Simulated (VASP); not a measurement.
# B (P4/mmm) in VASP: notebook

B is run at these levels: r2SCAN0, r2SCANh; tasks: single point.

Program: VASP 6.6.1. These are calculated values, not measurements. Logs are shortened: lines on timing, memory, paths and dates and some standing lists are left out, and cuts for length are marked.

## (1) The cell of the first run

Symmetry: P4/mmm, No. 123, tetragonal system. The conventional cell has a = 2.346 Å, b = 2.346 Å, c = 1.586 Å, α = 90.00°, β = 90.00°, γ = 90.00°. B (site symmetry 4/mmm) has 2 B at 1.59 Å within 2.1 Å.

## (2) Single point, r2SCAN0

Contents of POSCAR:

```
B
1.0
    2.3461100000      0.0000000000      0.0000000000
    0.0000000000      2.3461100000      0.0000000000
    0.0000000000      0.0000000000      1.5857900000
B
1
Direct
    0.5000000000      0.5000000000      0.5000000000
```

Contents of INCAR.step1:

```
SYSTEM = B
ALGO = Normal ; EDIFF = 1E-5
ENCUT = 520 ; GGA = PE
ISIF = 2 ; ISMEAR = -1
LASPH = .TRUE. ; LCHARG = .FALSE.
LREAL = .FALSE. ; LWAVE = .TRUE.
NBANDS = 8 ; NELM = 80
PREC = Accurate ; SIGMA = 0.05
```

Contents of INCAR.step2:

```
SYSTEM = B
AEXX = 0.25 ; ALGO = Normal
EDIFF = 1E-6 ; ENCUT = 520
ISIF = 2 ; ISMEAR = -1
ISTART = 1 ; LASPH = .TRUE.
LCHARG = .FALSE. ; LHFCALC = .TRUE.
LMIXTAU = .TRUE. ; LREAL = .FALSE.
LWAVE = .FALSE. ; METAGGA = R2SCAN
NBANDS = 8 ; NELM = 80
PREC = Accurate ; PRECFOCK = Normal
SIGMA = 0.05
```

Contents of KPOINTS:

```
k-points
0
G
  6 6 8
  0 0 0
```

Potentials or basis: VASP PAW PBE potentials, release 64 (B).

Command:

```
$ cat potpaw_PBE.64/B/POTCAR > POTCAR
$ cp INCAR.step1 INCAR
$ mpirun -np 1 vasp_std > vasp.out
$ cp INCAR.step2 INCAR
$ mpirun -np 1 vasp_std > vasp.out
```

OUTCAR:

```text
SYSTEM = B
   AEXX = 0.25
   EDIFF = 1E-6
   ENCUT = 520
   ISIF = 2
   ISMEAR = -1
   ISTART = 1
   LASPH = .TRUE.
   LHFCALC = .TRUE.
   LREAL = .FALSE.
   METAGGA = R2SCAN
   NELM = 80
   PREC = Accurate
   PRECFOCK = Normal

 ion  position               nearest neighbor table
   1  0.500  0.500  0.500-

  LATTYP: Found a simple tetragonal cell.
 ALAT       =     2.3461100000
 C/A-ratio  =     0.6759231238

  Lattice vectors:

 A1 = (   2.3461100000,   0.0000000000,   0.0000000000)
 A2 = (   0.0000000000,   2.3461100000,   0.0000000000)
 A3 = (   0.0000000000,   0.0000000000,   1.5857900000)

Analysis of symmetry for initial positions (statically):
=====================================================================
 Subroutine PRICEL returns:
 Original cell was already a primitive cell.

 Routine SETGRP: Setting up the symmetry group for a
 simple tetragonal supercell.

 Subroutine GETGRP returns: Found 16 space group operations
 (whereof 16 operations were pure point group operations)
 out of a pool of 16 trial point group operations.

The static configuration has the point symmetry D_4h.

Analysis of symmetry for dynamics (positions and initial velocities):
=====================================================================
 Subroutine PRICEL returns:
 Original cell was already a primitive cell.

 Routine SETGRP: Setting up the symmetry group for a
 simple tetragonal supercell.

 Subroutine GETGRP returns: Found 16 space group operations
 (whereof 16 operations were pure point group operations)
 out of a pool of 16 trial point group operations.

The dynamic configuration has the point symmetry D_4h.

 Subroutine INISYM returns: Found 16 space group operations
 (whereof 16 operations are pure point group operations),
 and found     1 'primitive' translations

----------------------------------------------------------------------------------------

                                     Primitive cell

  volume of cell :       8.7286

  direct lattice vectors                    reciprocal lattice vectors
     2.346110000  0.000000000  0.000000000     0.426237474  0.000000000  0.000000000
     0.000000000  2.346110000  0.000000000     0.000000000  0.426237474  0.000000000
     0.000000000  0.000000000  1.585790000     0.000000000  0.000000000  0.630600521

  length of vectors
     2.346110000  2.346110000  1.585790000     0.426237474  0.426237474  0.630600521

  position of ions in fractional coordinates (direct lattice)
     0.500000000  0.500000000  0.500000000

  ion indices of the primitive-cell ions
   primitive index   ion index
                 1           1

----------------------------------------------------------------------------------------

 KPOINTS: k-points

Automatic generation of k-mesh.
 Grid dimensions read from file:
 generate k-points for:    6    6    8

 Generating k-lattice:

  Cartesian coordinates                     Fractional coordinates (reciprocal lattice)
     0.071039579  0.000000000  0.000000000     0.166666667  0.000000000  0.000000000
     0.000000000  0.071039579  0.000000000     0.000000000  0.166666667  0.000000000
     0.000000000  0.000000000  0.078825065     0.000000000  0.000000000  0.125000000

  Length of vectors
     0.071039579  0.071039579  0.078825065

  Shift w.r.t. Gamma in fractional coordinates (k-lattice)
     0.000000000  0.000000000  0.000000000

 Subroutine IBZKPT returns following result:
 ===========================================

 Found     50 irreducible k-points:

 Following reciprocal coordinates:
            Coordinates               Weight
  0.000000  0.000000  0.000000      1.000000
  0.166667  0.000000  0.000000      4.000000
  0.333333  0.000000  0.000000      4.000000
  0.500000  0.000000  0.000000      2.000000
  0.166667  0.166667  0.000000      4.000000
  0.333333  0.166667  0.000000      8.000000
[... 16 lines left out ...]
  0.333333  0.000000  0.250000      8.000000
  0.500000  0.000000  0.250000      4.000000
 [... further k-points ...]
   k-points           NKPTS =     50   k-points in BZ     NKDIM =    288   number of bands    NBANDS=      8
   number of dos      NEDOS =    301   number of ions     NIONS =      1
   total plane-waves  NPLWV =   3888
   dimension x,y,z NGX =    18 NGY =   18 NGZ =   12
   dimension x,y,z NGXF=    36 NGYF=   36 NGZF=   24
   ions per type =               1
   NGX,Y,Z   is equivalent  to a cutoff of  12.75, 12.75, 12.58 a.u.
   NGXF,Y,Z  is equivalent  to a cutoff of  25.51, 25.51, 25.16 a.u.
 SYSTEM =  B
   PREC   = accura    normal or accurate (medium, high low for compatibility)
   ISTART =      1    job   : 0-new  1-cont  2-samecut
   ICHARG =      0    charge: 1-file 2-atom 10-const
   ISPIN  =      1    spin polarized calculation?
   LNONCOLLINEAR =      F non collinear calculations
   LSORBIT =      F    spin-orbit coupling
   LASPH  =      T    aspherical Exc in radial PAW
   ENCUT  =  520.0 eV  38.22 Ry    6.18 a.u.   4.36  4.36  2.95*2*pi/ulx,y,z
   NELM   =     80;   NELMIN=  2; NELMDL=  0     # of ELM steps
   EDIFF  = 0.1E-05   stopping-criterion for ELM
   LREAL  =      F    real-space projection
   EDIFFG = 0.1E-04   stopping-criterion for IOM
   NSW    =      0    number of steps for IOM
   IBRION =     -1    ionic relax: 0-MD 1-quasi-New 2-CG
   NFREE  =      0    steps in history (QN), initial steepest desc. (CG)
   ISIF   =      2    stress and relaxation
   ISYM   =      3    0-nonsym 1-usesym 2-fastsym
   POTIM  = 0.5000    time-step for ionic-motion
   TEBEG  =    0.0;   TEEND  =   0.0 temperature during run
   PSTRESS=    0.0 pullay stress
   NELECT =       3.0000    total number of electrons
   NUPDOWN=      -1.0000    fix difference up-down
   EMIN   =  10.00;   EMAX   =-10.00  energy-range for DOS
   EFERMI =   0.00;   METHOD = LEGACY
   ISMEAR =    -1;   SIGMA  =   0.05  broadening in eV -4-tet -1-fermi 0-gaus
   EFERMI_NEDOS =   21; number of points for ismear=-14 and -15
   IALGO  =     38    algorithm
   IMIX   =      1    mixing-type and parameters
     AMIX     =   0.40;   BMIX     =  1.00
     AMIX_MAG =   1.60;   BMIX_MAG =  1.00
  volume/ion in A,a.u.               =       8.73        58.90
  Fermi-wavevector in a.u.,A,eV,Ry     =   1.146747  2.167038 17.892065  1.315030
  Thomas-Fermi vector in A             =   2.283430
   LORBIT       =      0    0 simple, 1 ext, 2 COOP (PROOUT), +10 PAW based schemes
   METAGGA = R2SCAN    functional components
   LHFCALC =     T    Hartree Fock is set to
   PRECFOCK=normal    Normal, Fast or Accurate (Low or Medium for compatibility)
   ENCUT4O =  -1.0   cutoff for four orbital integrals eV
   NKREDX  =     1    reduce k-point grid by
   NKREDY  =     1    reduce k-point grid by
   NKREDZ  =     1    reduce k-point grid by
   AEXX    =    0.2500 exact exchange contribution
   HFSCREEN=    0.0000 screening length (either q_TF or 0.3 A-1)
   HFSCREENC=   0.0000 screening length for correlation (either q_TF or 0.3 A-1)
   ENCUTFOCK=  -1.0 apply spherical cutoff to Coloumb kernel
   IVDW    =     0    specifies the selected vdW correction
   LEPSILON=     F    determine dielectric tensor
   LRPA    =     F    only Hartree local field effects (RPA)
 non-spin polarized calculation
  energy-cutoff  :      520.00
  volume of cell :        8.73
 maximum number of plane-waves:       254
 NGX is ok and might be reduce to    18
  NGX = 14; NGY = 14; NGZ = 10

 number of electron       3.0000000 magnetization

 Free energy of the ion-electron system (eV)
  ---------------------------------------------------
  ext. energy  EPLUGINS =         0.00000000
  ---------------------------------------------------
  free energy    TOTEN  =        -7.04630151 eV

  energy without entropy =       -7.04436842  energy(sigma->0) =       -7.04533497

 E-fermi :   4.7657     XC(G=0):  -9.0992

 val. band max:        4.7656282978   @ k =   0.3333   0.3333   0.1250
 cond. band min:       5.5483156510   @ k =   0.5000   0.3333   0.1250
 fundamental gap:      0.7826873532
 Fermi energy:         4.7656840341

 k-point     1 :       0.0000    0.0000    0.0000
  band No.  band energies     occupation
      1     -11.9015      2.00000
      2      11.1930      0.00000
      3      11.1930      0.00000
      4      20.8963      0.00000
      5      22.3384      0.00000
      6      34.5371      0.00000
      7      43.9699      0.00000
      8      43.9699      0.00000

 k-point     2 :       0.1667    0.0000    0.0000
  band No.  band energies     occupation
      1     -11.1951      2.00000
      2       6.9170      0.00000
      3      11.6471      0.00000
      4      22.3622      0.00000
      5      26.2643      0.00000
      6      34.7309      0.00000
      7      37.2312      0.00000
      8      39.7419      0.00000

 k-point     3 :       0.3333    0.0000    0.0000
  band No.  band energies     occupation
      1      -9.1058      2.00000
      2       0.0512      2.00000
      3      12.7115      0.00000
      4      24.2682      0.00000
      5      30.1216      0.00000
      6      31.7405      0.00000
      7      35.1404      0.00000
      8      39.6127      0.00000

 k-point     4 :       0.5000    0.0000    0.0000
  band No.  band energies     occupation
      1      -6.5533      2.00000
      2      -4.0243      2.00000
      3      13.3587      0.00000
      4      26.9143      0.00000
      5      27.5265      0.00000
      6      29.6065      0.00000
      7      35.3578      0.00000
      8      45.8149      0.00000

 k-point     5 :       0.1667    0.1667    0.0000
  band No.  band energies     occupation
      1     -10.4921      2.00000
      2       6.7564      0.00000
      3       8.3133      0.00000
      4      25.0745      0.00000
      5      27.5256      0.00000
      6      32.6237      0.00000
      7      34.9185      0.00000
      8      45.8904      0.00000
[... 177 lines left out ...]
 k-point    22 :       0.1667    0.0000    0.2500
  band No.  band energies     occupation
      1      -8.0581      2.00000
      2      10.1298      0.00000
      3      15.2062      0.00000
      4      18.4180      0.00000
      5      28.0263      0.00000
      6      30.1156      0.00000
      7      40.6298      0.00000
      8      43.1017      0.00000

 k-point    23 :       0.3333    0.0000    0.2500
  band No.  band energies     occupation
      1      -6.1023      2.00000
      2       3.6595      2.00000
      3      16.2111      0.00000
      4      19.8318      0.00000
      5      29.5574      0.00000
      6      33.5256      0.00000
      7      35.5599      0.00000
      8      37.8991      0.00000

 k-point    24 :       0.5000    0.0000    0.2500
  band No.  band energies     occupation
      1      -4.1390      2.00000
      2       0.2829      2.00000
      3      16.8116      0.00000
      4      20.5704      0.00000
      5      29.9123      0.00000
      6      33.5375      0.00000
      7      34.2813      0.00000
      8      35.7624      0.00000

 [... further k-points ...]
[... 5 lines left out ...]
  --------------------------------------------------------------------------------------
  -------------------------------------------------------------------------------------
  Total        0.0647756      0.0647756     -0.5062314      0.0000000      0.0000000      0.0000000
  in kB       11.8899395     11.8899395    -92.9217123      0.0000000      0.0000000      0.0000000
  external PRESSURE =     -23.0472778 kB  Pullay stress =       0.0000000 kB

 VOLUME and BASIS-vectors are now :
 -----------------------------------------------------------------------------
  energy-cutoff  :      520.00
  volume of cell :        8.73
      direct lattice vectors                 reciprocal lattice vectors
     2.346110000  0.000000000  0.000000000     0.426237474  0.000000000  0.000000000
     0.000000000  2.346110000  0.000000000     0.000000000  0.426237474  0.000000000
     0.000000000  0.000000000  1.585790000     0.000000000  0.000000000  0.630600521

 POSITION                                       TOTAL-FORCE (eV/Angst)
 -----------------------------------------------------------------------------------
      1.17305      1.17305      0.79290         0.000000      0.000000      0.000000
 -----------------------------------------------------------------------------------
    total drift:                                0.000000     -0.000000     -0.000000

  FREE ENERGIE OF THE ION-ELECTRON SYSTEM (eV)
  ---------------------------------------------------
  free  energy   TOTEN  =        -7.0463015121 eV

  energy  without entropy=       -7.0443684246  energy(sigma->0) =       -7.04533497
```

Wall time 53 s (1 thread of Intel Xeon 6975P-C (Granite Rapids), shared host); peak memory 0.11 GiB.

What came out:

```yaml
Free_energy: -7.0463 eV
Pressure: -2.3 GPa
Band_gap_on_the_k_mesh: zero (an odd number of electrons rules out a gap without spin polarisation)
```

Levels at points of the mesh, in eV from the Fermi level:
```csv
k point,band 1,band 2,band 3,band 4,band 5,band 6
"(0.00, 0.00, 0.00)",-16.67,6.43,6.43,16.13,17.57,29.77
"(0.50, 0.00, 0.00)",-11.32,-8.79,8.59,22.15,22.76,24.84
"(0.50, 0.50, 0.00)",-5.65,-5.04,-5.04,6.45,31.29,39.70
"(0.00, 0.00, 0.50)",-7.46,2.67,16.70,16.70,23.93,29.36
"(0.50, 0.00, 0.50)",-5.14,6.19,8.80,12.39,18.13,31.99
"(0.50, 0.50, 0.50)",-3.20,8.94,8.94,16.16,17.06,17.06
```

Caveat: the k points lie up to 0.50 Å⁻¹ apart, too coarse for converged energies and pressures of a metal; the PAW data sets were made with another functional, which shifts forces and pressure a little.

## (3) Single point, r2SCANh

POSCAR is that of step 2.

Contents of INCAR.step1:

```
SYSTEM = B
PREC = Accurate ; ENCUT = 520
EDIFF = 1E-5 ; ISMEAR = -1
SIGMA = 0.05 ; LREAL = .False.
LASPH = .True. ; NELM = 60
ALGO = Normal ; ISIF = 2
LWAVE = .True. ; LCHARG = .False.
NBANDS = 8 ; GGA = PE
```

Contents of INCAR.step2:

```
SYSTEM = B
PREC = Accurate ; ENCUT = 520
EDIFF = 1E-7 ; ISMEAR = -1
SIGMA = 0.05 ; LREAL = .False.
LASPH = .True. ; NELM = 60
ALGO = Normal ; ISIF = 2
LWAVE = .False. ; LCHARG = .False.
METAGGA = R2SCAN ; LHFCALC = .True.
AEXX = 0.1 ; LMIXTAU = .True.
PRECFOCK = Normal ; NBANDS = 8
ISTART = 1
```

Contents of KPOINTS:

```
regular mesh
0
Gamma
  6 6 8
  0 0 0
```

Potentials or basis: VASP PAW PBE potentials, release 64 (B).

Command:

```
$ cat potpaw_PBE.64/B/POTCAR > POTCAR
$ cp INCAR.step1 INCAR
$ mpirun -np 1 vasp_std > vasp.out
$ cp INCAR.step2 INCAR
$ mpirun -np 1 vasp_std > vasp.out
```

Run time: 70 s. Hardware: 1 thread of Intel Xeon 6975P-C (Granite Rapids), shared host; peak memory 0.11 GiB.

It converged, with:

```
Free energy            : -6.5785 eV
Pressure               : -1.1 GPa
Band gap on the k mesh : zero (an odd number of electrons rules out a gap without spin polarisation)
```

Stress tensor (GPa, compression positive):
```
 2.55  0.00  0.00
 0.00  2.55  0.00
 0.00  0.00 -8.51
```

Levels at points of the mesh, in eV from the Fermi level:
```tsv
k point	band 1	band 2	band 3	band 4	band 5
(0.00, 0.00, 0.00)	-15.44	5.71	5.71	15.53	17.02
(0.50, 0.00, 0.00)	-10.33	-8.00	7.79	21.46	22.20
(0.50, 0.50, 0.00)	-4.97	-4.51	-4.51	6.15	30.20
(0.00, 0.00, 0.50)	-6.68	2.17	15.80	15.80	23.31
(0.50, 0.00, 0.50)	-4.46	5.54	8.17	11.86	17.19
(0.50, 0.50, 0.50)	-2.60	8.18	8.18	15.40	16.41
```

Caveat: the k points lie up to 0.50 Å⁻¹ apart, too coarse for converged energies and pressures of a metal; the PAW data sets were made with another functional, which shifts forces and pressure a little.
